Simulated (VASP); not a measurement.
# Al5GaP6 in VASP: a series of runs, part 2 of 2

VASP 6.6.1.

### Step 3. Single point, PBE

The input, INCAR:

```
PREC = Accurate ; ENCUT = 520
EDIFF = 1E-7 ; ISMEAR = 0
SIGMA = 0.1 ; LREAL = F
LASPH = T ; NELM = 100
ALGO = Normal ; ISIF = 2
LWAVE = F ; LCHARG = T
GGA = PE ; LELF = T
LVHAR = T ; NBANDS = 41
```

The input, KPOINTS:

```
Automatic mesh
0
Gamma
  4 4 1
```

The input, POSCAR:

```
Al5GaP6
1.0
    3.9110175365     -0.0002147687     -0.0003006782
   -0.0002179867      3.9122446686     -0.0005442978
   -0.0021859566     -0.0011316333     16.3992240749
Al Ga P
5 1 6
Direct
    0.5001121592      0.5002417126      0.8333166782
    0.0000874520      0.0001834734      0.6667316735
    0.4999108014      0.4999543961      0.4999840238
   -0.0001590927     -0.0002561322      0.3332460834
    0.4999283905      0.4998413425      0.1666752289
   -0.0000085805      0.0001754579     -0.0000015480
    0.5001463956      0.0001908775      0.7500617986
   -0.0000177674      0.5000996024      0.5833620932
    0.4998905234     -0.0001309660      0.4166359111
   -0.0000403172      0.4997067137      0.2499531173
    0.5000079328     -0.0001543682      0.0838428651
    0.0001421028      0.5001478902      0.9161920748
```

Potentials or basis: VASP PAW PBE potentials, release 64 (Al, Ga_d, P).

Run with:

```bash
> cat potpaw_PBE.64/Al/POTCAR potpaw_PBE.64/Ga_d/POTCAR potpaw_PBE.64/P/POTCAR > POTCAR
> mpirun -np 1 vasp_std > vasp.out
```

OUTCAR:

```text
PREC = Accurate
   ENCUT = 520
   EDIFF = 1E-7
   ISMEAR = 0
   LREAL = F
   LASPH = T
   NELM = 100
   ISIF = 2
   GGA = PE

 ion  position               nearest neighbor table
   1  0.500  0.500  0.833-  12 2.38  12 2.38   7 2.39   7 2.39
   2  0.000  0.000  0.667-   7 2.39   7 2.39   8 2.39   8 2.39
   3  0.500  0.500  0.500-   8 2.39   8 2.39   9 2.39   9 2.39
   4  1.000  1.000  0.333-  10 2.39  10 2.39   9 2.39   9 2.39
   5  0.500  0.500  0.167-  11 2.38  11 2.38  10 2.39  10 2.39
   6  1.000  0.000  1.000-  11 2.39  12 2.39  11 2.39  12 2.39
   7  0.500  0.000  0.750-   1 2.39   1 2.39   2 2.39   2 2.39
   8  1.000  0.500  0.583-   3 2.39   3 2.39   2 2.39   2 2.39
   9  0.500  1.000  0.417-   4 2.39   3 2.39   4 2.39   3 2.39
  10  1.000  0.500  0.250-   5 2.39   5 2.39   4 2.39   4 2.39
  11  0.500  1.000  0.084-   5 2.38   5 2.38   6 2.39   6 2.39
  12  0.000  0.500  0.916-   1 2.38   1 2.38   6 2.39   6 2.39

  LATTYP: Found a triclinic cell.
 ALAT       =    16.8583408052
 B/A-ratio  =     0.2319930294
 C/A-ratio  =     0.2320658218
 COS(alpha) =     0.0001106222
 COS(beta)  =     0.0002281201
 COS(gamma) =     0.2317885808

  Lattice vectors:

 A1 = (  -3.9088315799,   0.0013464020, -16.3989233967)
 A2 = (  -3.9110175365,   0.0002147687,   0.0003006782)
 A3 = (  -0.0002179867,   3.9122446686,  -0.0005442978)

Analysis of symmetry for initial positions (statically):
=====================================================================
 Subroutine PRICEL returns:
 Original cell was already a primitive cell.

 Routine SETGRP: Setting up the symmetry group for a
 triclinic supercell.

 Subroutine GETGRP returns: Found  1 space group operations
 (whereof  1 operations were pure point group operations)
 out of a pool of  2 trial point group operations.

The static configuration has the point symmetry C_1 .

Analysis of symmetry for dynamics (positions and initial velocities):
=====================================================================
 Subroutine PRICEL returns:
 Original cell was already a primitive cell.

 Routine SETGRP: Setting up the symmetry group for a
 triclinic supercell.

 Subroutine GETGRP returns: Found  1 space group operations
 (whereof  1 operations were pure point group operations)
 out of a pool of  2 trial point group operations.

The dynamic configuration has the point symmetry C_1 .

 Subroutine INISYM returns: Found  1 space group operations
 (whereof  1 operations are pure point group operations),
 and found     1 'primitive' translations

----------------------------------------------------------------------------------------

                                     Primitive cell

  volume of cell :     250.9222

  direct lattice vectors                    reciprocal lattice vectors
     3.911017537 -0.000214769 -0.000300678     0.255687939  0.000014251  0.000034083
    -0.000217987  3.912244669 -0.000544298     0.000014038  0.255607739  0.000017640
    -0.002185957 -0.001131633 16.399224075     0.000004688  0.000008484  0.060978496

  length of vectors
[... 68 lines left out ...]
  0.500000  0.500000 -0.000000      1.000000
   k-points           NKPTS =     10   k-points in BZ     NKDIM =     10   number of bands    NBANDS=     41
   number of dos      NEDOS =    301   number of ions     NIONS =     12
   total plane-waves  NPLWV = 113400
   dimension x,y,z NGX =    30 NGY =   30 NGZ =  126
   dimension x,y,z NGXF=    60 NGYF=   60 NGZF=  252
   ions per type =               5   1   6
   NGX,Y,Z   is equivalent  to a cutoff of  12.75, 12.75, 12.77 a.u.
   NGXF,Y,Z  is equivalent  to a cutoff of  25.50, 25.50, 25.55 a.u.
 SYSTEM =  unknown system
   PREC   = accura    normal or accurate (medium, high low for compatibility)
   ISTART =      0    job   : 0-new  1-cont  2-samecut
   ICHARG =      2    charge: 1-file 2-atom 10-const
   ISPIN  =      1    spin polarized calculation?
   LNONCOLLINEAR =      F non collinear calculations
   LSORBIT =      F    spin-orbit coupling
   LASPH  =      T    aspherical Exc in radial PAW
   ENCUT  =  520.0 eV  38.22 Ry    6.18 a.u.   7.27  7.27 30.49*2*pi/ulx,y,z
   NELM   =    100;   NELMIN=  2; NELMDL= -5     # of ELM steps
   EDIFF  = 0.1E-06   stopping-criterion for ELM
   LREAL  =      F    real-space projection
   EDIFFG = 0.1E-05   stopping-criterion for IOM
   NSW    =      0    number of steps for IOM
   IBRION =     -1    ionic relax: 0-MD 1-quasi-New 2-CG
   NFREE  =      0    steps in history (QN), initial steepest desc. (CG)
   ISIF   =      2    stress and relaxation
   ISYM   =      2    0-nonsym 1-usesym 2-fastsym
   POTIM  = 0.5000    time-step for ionic-motion
   TEBEG  =    0.0;   TEEND  =   0.0 temperature during run
   PSTRESS=    0.0 pullay stress
   NELECT =      58.0000    total number of electrons
   NUPDOWN=      -1.0000    fix difference up-down
   EMIN   =  10.00;   EMAX   =-10.00  energy-range for DOS
   EFERMI =   0.00;   METHOD = LEGACY
   ISMEAR =     0;   SIGMA  =   0.10  broadening in eV -4-tet -1-fermi 0-gaus
   EFERMI_NEDOS =   21; number of points for ismear=-14 and -15
   IALGO  =     38    algorithm
   IMIX   =      4    mixing-type and parameters
     AMIX     =   0.40;   BMIX     =  1.00
     AMIX_MAG =   1.60;   BMIX_MAG =  1.00
  volume/ion in A,a.u.               =      20.91       141.11
  Fermi-wavevector in a.u.,A,eV,Ry     =   1.004703  1.898614 13.734110  1.009429
  Thomas-Fermi vector in A             =   2.137336
   LORBIT       =      0    0 simple, 1 ext, 2 COOP (PROOUT), +10 PAW based schemes
   GGA     = PE    functional components
   LHFCALC =     F    Hartree Fock is set to
   AEXX    =    0.0000 exact exchange contribution
   IVDW    =     0    specifies the selected vdW correction
   LEPSILON=     F    determine dielectric tensor
   LRPA    =     F    only Hartree local field effects (RPA)
 non-spin polarized calculation
 Gauss-broadening in eV      SIGMA  =   0.10
  energy-cutoff  :      520.00
  volume of cell :      250.92
 maximum number of plane-waves:      6798
 NGX is ok and might be reduce to    30
   NGX = 15   NGY = 15   NGZ = 61

 number of electron      58.0000001 magnetization

 Free energy of the ion-electron system (eV)
  ---------------------------------------------------
  ext. energy  EPLUGINS =         0.00000000
  ---------------------------------------------------
  free energy    TOTEN  =       -60.80625631 eV

  energy without entropy =      -60.80625631  energy(sigma->0) =      -60.80625631

 E-fermi :   4.8450     XC(G=0):  -9.1950

 val. band max:        4.3707185979   @ k =   0.0000   0.0000   0.0000
 cond. band min:       5.9328231054   @ k =   0.0000   0.0000   0.0000
 fundamental gap:      1.5621045076
 Fermi energy:         4.8449651023

 k-point     1 :       0.0000    0.0000    0.0000
  band No.  band energies     occupation
      1      -9.8599      2.00000
      2      -9.7851      2.00000
      3      -9.7851      2.00000
      4      -9.7420      2.00000
      5      -9.7087      2.00000
      6      -7.1900      2.00000
[... 429 lines left out ...]
     40       8.6031      0.00000
     41       8.7914      0.00000

------------------------ aborting loop because EDIFF is reached ----------------------------------------

  FORCE on cell =-STRESS in cart. coord.  units (eV):
  Direction    XX          YY          ZZ          XY          YZ          ZX
  --------------------------------------------------------------------------------------
  -------------------------------------------------------------------------------------
  Total       -0.0728909     -0.1328188     -0.1401045      0.0059726      0.0192151      0.0199282
  in kB       -0.4654200     -0.8480686     -0.8945891      0.0381360      0.1226915      0.1272449
  external PRESSURE =      -0.7360259 kB  Pullay stress =       0.0000000 kB

 VOLUME and BASIS-vectors are now :
 -----------------------------------------------------------------------------
  energy-cutoff  :      520.00
  volume of cell :      250.92
      direct lattice vectors                 reciprocal lattice vectors
     3.911017537 -0.000214769 -0.000300678     0.255687939  0.000014251  0.000034083
    -0.000217987  3.912244669 -0.000544298     0.000014038  0.255607739  0.000017640
    -0.002185957 -0.001131633 16.399224075     0.000004688  0.000008484  0.060978496

 POSITION                                       TOTAL-FORCE (eV/Angst)
 -----------------------------------------------------------------------------------
      1.95402      1.95602     13.66532        -0.000228     -0.000701     -0.000028
     -0.00112     -0.00004     10.93388        -0.000189     -0.000736     -0.006556
      1.95396      1.95527      8.19893         0.000409     -0.000158      0.000106
      3.90945      3.91065      5.46413         0.000474      0.000800      0.006305
      1.95476      1.95521      2.73292         0.000109      0.000464      0.000429
      3.90880     -0.00066     16.39890        -0.000049     -0.001070      0.000787
      1.95444     -0.00021     12.30028        -0.000847     -0.000587      0.002328
      3.90956      1.95564      9.56611         0.000101     -0.000287     -0.000288
      1.95395      3.91115      6.83181         0.000561      0.000587      0.001402
      3.91020      1.95448      4.09846        -0.000003      0.001266     -0.002195
      1.95514      3.91144      1.37426         0.000408      0.000890      0.005621
     -0.00156      1.95566     15.02457        -0.000744     -0.000467     -0.007913
 -----------------------------------------------------------------------------------
    total drift:                               -0.000007      0.000014     -0.000009

  FREE ENERGIE OF THE ION-ELECTRON SYSTEM (eV)
  ---------------------------------------------------
  free  energy   TOTEN  =       -60.8062563145 eV

  energy  without entropy=      -60.8062563145  energy(sigma->0) =      -60.80625631
```

Run time: 2 min. Hardware: 1 thread of Intel Xeon Platinum 8375C at 2.90GHz (Ice Lake), shared host; peak memory 0.36 GiB.

What came out:

```yaml
Free_energy: -60.8063 eV
Pressure: -0.1 GPa
Largest_force: 0.008 eV/Å
Band_gap_on_the_k_mesh: 1.56 eV, direct
```

Forces in eV/Å, atoms in the order of the input:
```
Al   0.000 -0.001  0.000
Al   0.000 -0.001 -0.007
Al   0.000  0.000  0.000
Al   0.000  0.001  0.006
Al   0.000  0.000  0.000
Ga   0.000 -0.001  0.001
P   -0.001 -0.001  0.002
P    0.000  0.000  0.000
P    0.001  0.001  0.001
P    0.000  0.001 -0.002
P    0.000  0.001  0.006
P   -0.001  0.000 -0.008
```
